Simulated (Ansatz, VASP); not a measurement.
One calculation of SiC, two programs

File POSCAR:

```
SiC
1.0
    2.8313545881      0.0000000000      0.0000000000
   -1.4156772940      2.4520250004      0.0000000000
    0.0000000000      0.0000000000      9.2706276106
Si C
4 4
Direct
    0.6666666667      0.3333333333      0.9378376197
    0.3333333333      0.6666666667      0.4378376197
    0.0000000000      0.0000000000      0.6878931817
    0.0000000000      0.0000000000      0.1878931817
    0.6666666667      0.3333333333      0.7498040034
    0.3333333333      0.6666666667      0.2498040034
    0.0000000000      0.0000000000      0.5004641952
    0.0000000000      0.0000000000      0.0004641952
```

Contents of INCAR.step1:

```
SYSTEM = SiC
PREC = Accurate ; ENCUT = 520
ISMEAR = 0 ; SIGMA = 0.05
LREAL = .FALSE. ; LASPH = .TRUE.
NELM = 100 ; NBANDS = 26
GGA = PE ; ALGO = Normal
EDIFF = 1E-4 ; LWAVE = .TRUE.
LCHARG = .FALSE.
```

INCAR.step2

```
SYSTEM = SiC
PREC = Accurate ; ENCUT = 520
EDIFF = 1E-6 ; ISMEAR = 0
SIGMA = 0.05 ; LREAL = .FALSE.
LASPH = .TRUE. ; NELM = 100
ALGO = Normal ; ISIF = 2
LWAVE = .FALSE. ; LCHARG = .FALSE.
METAGGA = R2SCAN ; LMIXTAU = .TRUE.
NBANDS = 26 ; ISTART = 1
```

File KPOINTS:

```
Automatic mesh
0
G
  12 12 4
  0 0 0
```

Input for Ansatz:

```yaml
crystal:
  lattice:
    - [2.8313545881, 0.0, 0.0]
    - [-1.415677294, 2.4520250004, 0.0]
    - [0.0, 0.0, 9.2706276106]
  atoms:
    - { symbol: Si, position: [0.6666666667, 0.3333333333, 0.9378376197] }
    - { symbol: Si, position: [0.3333333333, 0.6666666667, 0.4378376197] }
    - { symbol: Si, position: [0.0, 0.0, 0.6878931817] }
    - { symbol: Si, position: [0.0, 0.0, 0.1878931817] }
    - { symbol: C, position: [0.6666666667, 0.3333333333, 0.7498040034] }
    - { symbol: C, position: [0.3333333333, 0.6666666667, 0.2498040034] }
    - { symbol: C, position: [0.0, 0.0, 0.5004641952] }
    - { symbol: C, position: [0.0, 0.0, 0.0004641952] }
basis:
  ecutwfc: 500
kpoints:
  mp_grid: { grid: [12, 12, 4] }
hamiltonian:
  xc: r2scan
scf:
  occupations: { method: gaussian, width: 0.05 }
output:
  forces: true
  stress: true
  eigenvalues: true
  write_density: true
  write_potential: true
  elf: true
  volumetric_format: npy
```

Change from the starting cell: strain -0.080 along x and y, -0.080 along z, atoms carried along.

Alike in both runs: task single point; functional r2SCAN; k mesh 12 × 12 × 4; occupations gaussian, width 0.05 eV; no spin polarisation.

|  | VASP | Ansatz |
| --- | --- | --- |
| version | VASP 6.6.1 | Ansatz 0.2.0 |
| potentials or method | VASP PAW PBE potentials, release 64 (Si, C), cutoff 520 eV | scalar-relativistic, plane waves, PAW |
| valence electrons in the cell | 32 | 32 |

```tsv
	VASP	Ansatz	Ansatz less VASP
gap on the k mesh at the Fermi level (eV)	2.68	2.66	-0.020
least direct gap on the mesh (eV)	3.89	3.87	-0.021
pressure (GPa)	90.8	91.3	+0.49
traceless stress, the component that is largest in VASP (GPa)	-1.19	-1.21	-0.019
rms of the force components (eV/Å)	0.044	0.045	+0.0011
```

VASP's potentials were made for PBE, not for r2SCAN. Atom by atom the forces differ by 0.001 eV/Å (rms over components). Both programs put the cell under a high pressure, so it lies far from rest at this level. The functional is the same, so the differences come from potentials, cutoffs and numerics.

Noted on VASP's run: the cell as given lies far from equilibrium.
